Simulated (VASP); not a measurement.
# EuS (Fm-3m) in VASP: further runs, part 2 of 2

VASP 6.6.1. Earlier steps stand in the parts before.

## 4. Single point, r2SCAN, collinear spin, ferromagnetic start

This run uses another cell than the first one, of 27.74 Å³/atom.

The input, POSCAR:

```
EuS
1.0
    0.0000000000      3.0273365488      3.0273365488
    3.0273365488      0.0000000000      3.0273365488
    3.0273365488      3.0273365488      0.0000000000
Eu S
1 1
Direct
    0.0000000000      0.0000000000      0.0000000000
    0.5000000000      0.5000000000      0.5000000000
```

The input, INCAR.step1:

```
PREC = Accurate ; ENCUT = 800
ISMEAR = 1 ; SIGMA = 0.1
LREAL = False ; LASPH = True
NELM = 200 ; ISPIN = 2
MAGMOM = 7 0 ; LMAXMIX = 6
NBANDS = 22 ; GGA = PE
ALGO = Normal ; EDIFF = 1E-5
LWAVE = True ; LCHARG = False
GGA_COMPAT = False
```

The input, INCAR.step2:

```
PREC = Accurate ; ENCUT = 800
EDIFF = 1E-6 ; ISMEAR = 1
SIGMA = 0.1 ; LREAL = False
LASPH = True ; NELM = 200
ALGO = Normal ; ISIF = 2
LWAVE = False ; LCHARG = True
ISPIN = 2 ; MAGMOM = 7 0
LORBIT = 11 ; LMAXMIX = 6
METAGGA = R2SCAN ; LMIXTAU = True
LELF = True ; LVHAR = True
NBANDS = 22 ; ISTART = 1
GGA_COMPAT = False
```

The input, KPOINTS:

```
Automatic mesh
0
Gamma
  8 8 8
```

Potentials or basis: VASP PAW PBE potentials, release 64 (Eu, S).

Started as:

```
cat potpaw_PBE.64/Eu/POTCAR potpaw_PBE.64/S/POTCAR > POTCAR
cp INCAR.step1 INCAR
mpirun -np 1 vasp_std > vasp.out
cp INCAR.step2 INCAR
mpirun -np 1 vasp_std > vasp.out
```

OUTCAR:

```text
PREC = Accurate
   ENCUT = 800
   EDIFF = 1E-6
   ISMEAR = 1
   LREAL = False
   LASPH = True
   NELM = 200
   ISIF = 2
   ISPIN = 2
   LORBIT = 11
   METAGGA = R2SCAN
   ISTART = 1

 ion  position               nearest neighbor table
   1  0.000  0.000  0.000-   2 3.03   2 3.03   2 3.03   2 3.03   2 3.03   2 3.03
   2  0.500  0.500  0.500-   1 3.03   1 3.03   1 3.03   1 3.03   1 3.03   1 3.03

  LATTYP: Found a face centered cubic cell.
 ALAT       =     6.0546730976

  Lattice vectors:

 A1 = (   0.0000000000,   3.0273365488,   3.0273365488)
 A2 = (   3.0273365488,   0.0000000000,   3.0273365488)
 A3 = (   3.0273365488,   3.0273365488,   0.0000000000)

Analysis of symmetry for initial positions (statically):
=====================================================================
 Subroutine PRICEL returns:
 Original cell was already a primitive cell.

 Routine SETGRP: Setting up the symmetry group for a
 face centered cubic supercell.

 Subroutine GETGRP returns: Found 48 space group operations
 (whereof 48 operations were pure point group operations)
 out of a pool of 48 trial point group operations.

The static configuration has the point symmetry O_h .

Analysis of symmetry for dynamics (positions and initial velocities):
=====================================================================
 Subroutine PRICEL returns:
 Original cell was already a primitive cell.

 Routine SETGRP: Setting up the symmetry group for a
 face centered cubic supercell.

 Subroutine GETGRP returns: Found 48 space group operations
 (whereof 48 operations were pure point group operations)
 out of a pool of 48 trial point group operations.

The dynamic configuration has the point symmetry O_h .

Analysis of structural, dynamic, and magnetic symmetry:
=====================================================================
 Subroutine PRICEL returns:
 Original cell was already a primitive cell.

 Routine SETGRP: Setting up the symmetry group for a
[... 149 lines left out ...]
  ---------------------------------------------------
  free energy    TOTEN  =       -52.55669887 eV

  energy without entropy =      -52.56668677  energy(sigma->0) =      -52.56002817

 E-fermi :   3.9397     XC(G=0):  -9.8442

 val. band max:        3.9225963453   @ k =   0.2500   0.2500   0.0000
 cond. band min:       3.9414771001   @ k =   0.1250   0.0000   0.0000
 fundamental gap:      0.0188807548
 Fermi energy:         3.9397348567

 spin component 1

 k-point     1 :       0.0000    0.0000    0.0000
  band No.  band energies     occupation
      1     -38.9691      1.00000
      2     -17.0994      1.00000
      3     -17.0994      1.00000
      4     -17.0994      1.00000
      5     -10.0262      1.00000
      6       1.0221      1.00000
[... 589 lines left out ...]
     21      10.2354      0.00000
     22      11.1470      0.00000

 [... further k-points ...]

 spin component 2

 k-point     1 :       0.0000    0.0000    0.0000
  band No.  band energies     occupation
      1     -35.2831      1.00000
      2     -14.4980      1.00000
      3     -14.4980      1.00000
      4     -14.4980      1.00000
      5     -10.0516      1.00000
      6       1.1455      1.00000
[... 589 lines left out ...]
     21      11.5776      0.00000
     22      12.2791      0.00000

 [... further k-points ...]

------------------------ aborting loop because EDIFF is reached ----------------------------------------

  FORCE on cell =-STRESS in cart. coord.  units (eV):
  Direction    XX          YY          ZZ          XY          YZ          ZX
  --------------------------------------------------------------------------------------
  -------------------------------------------------------------------------------------
  Total       -1.5559564     -1.5559564     -1.5559564     -0.0000000     -0.0000000      0.0000000
  in kB      -44.9258091    -44.9258091    -44.9258091     -0.0000000     -0.0000000      0.0000000
  external PRESSURE =     -44.9258091 kB  Pullay stress =       0.0000000 kB

 VOLUME and BASIS-vectors are now :
 -----------------------------------------------------------------------------
  energy-cutoff  :      800.00
  volume of cell :       55.49
      direct lattice vectors                 reciprocal lattice vectors
     0.000000000  3.027336549  3.027336549    -0.165161683  0.165161683  0.165161683
     3.027336549  0.000000000  3.027336549     0.165161683 -0.165161683  0.165161683
     3.027336549  3.027336549  0.000000000     0.165161683  0.165161683 -0.165161683

 POSITION                                       TOTAL-FORCE (eV/Angst)
 -----------------------------------------------------------------------------------
      0.00000      0.00000      0.00000         0.000000     -0.000000     -0.000000
      3.02734      3.02734      3.02734        -0.000000      0.000000      0.000000
 -----------------------------------------------------------------------------------
    total drift:                                0.000000     -0.000000     -0.000000

  FREE ENERGIE OF THE ION-ELECTRON SYSTEM (eV)
  ---------------------------------------------------
  free  energy   TOTEN  =       -52.5566988738 eV

  energy  without entropy=      -52.5666867741  energy(sigma->0) =      -52.56002817

 total charge

# of ion       s       p       d       f       tot
--------------------------------------------------
    1        2.032   5.805   0.244   6.719  14.801
    2        1.304   2.451   0.000   0.000   3.755
--------------------------------------------------
tot          3.336   8.256   0.244   6.719  18.555

 magnetization (x)

# of ion       s       p       d       f       tot
--------------------------------------------------
    1       -0.026  -0.192   0.072   6.697   6.551
    2       -0.008  -0.072   0.000   0.000  -0.080
--------------------------------------------------
tot         -0.035  -0.264   0.072   6.697   6.471
```

OUTCAR.step1:

```text
PREC = Accurate
   ENCUT = 800
   ISMEAR = 1
   LREAL = False
   LASPH = True
[... 1442 lines left out ...]
      0.00000      0.00000      0.00000        -0.000000      0.000000      0.000000
      3.02734      3.02734      3.02734         0.000000     -0.000000     -0.000000
 -----------------------------------------------------------------------------------
    total drift:                                0.000000     -0.000000     -0.000000

  FREE ENERGIE OF THE ION-ELECTRON SYSTEM (eV)
  ---------------------------------------------------
  free  energy   TOTEN  =       -19.8400816839 eV

  energy  without entropy=      -19.8522582950  energy(sigma->0) =      -19.84414055
```

Run time: 9.2 min. Hardware: 1 thread of Intel Xeon Platinum 8259CL at 2.50GHz (Skylake/Cascade Lake), shared host; peak memory 0.39 GiB.

What came out:

* Free energy: -52.5567 eV
* Pressure: -4.5 GPa
* Band gap on the k mesh: zero (filled and empty bands overlap)
* Net moment: 7.00 μB per cell
* Site moments: Eu +6.55; S -0.08 μB
* Valence electrons inside the program's atomic spheres: Eu 14.80; S 3.75

Caveat: the cell stands under tension; the PAW data sets were made with another functional, which shifts forces and pressure a little; spin-orbit coupling is left out, which moves the levels of the heavy elements; a cell with one magnetic atom can't hold antiferromagnetic order, which such compounds often take; semilocal functionals describe open f shells poorly, which spoils levels, moments and volumes.

## 5. The runs side by side

| cell | gap on the mesh (eV) | pressure (GPa) | moment (μB) |
| --- | --- | --- | --- |
| a = 4.212 Å, angles 60.0°, 2 atoms | none | -2.5 | 7.00 |
| a = 4.247 Å, angles 60.0°, 2 atoms | none | -3.6 | 7.00 |
| a = 4.281 Å, angles 60.0°, 2 atoms | none | -4.5 | 7.00 |

Alike in all rows: task single point; level r2SCAN; potentials or basis VASP PAW PBE potentials, release 64 (Eu, S); spin collinear, ferromagnetic start; k mesh 8 × 8 × 8; cutoff (eV) 800; smearing methfessel-paxton 0.1 eV.

Caveats: the PAW data sets were made with another functional, which shifts forces and pressure a little; spin-orbit coupling is left out, which moves the levels of the heavy elements; a cell with one magnetic atom can't hold antiferromagnetic order, which such compounds often take; semilocal functionals describe open f shells poorly, which spoils levels, moments and volumes; the cell stands under tension (at least some runs).

Absolute energies hang on the potentials; compare differences alone.

The gap in the log of VASP goes by the Fermi energy; the results here count the filled bands.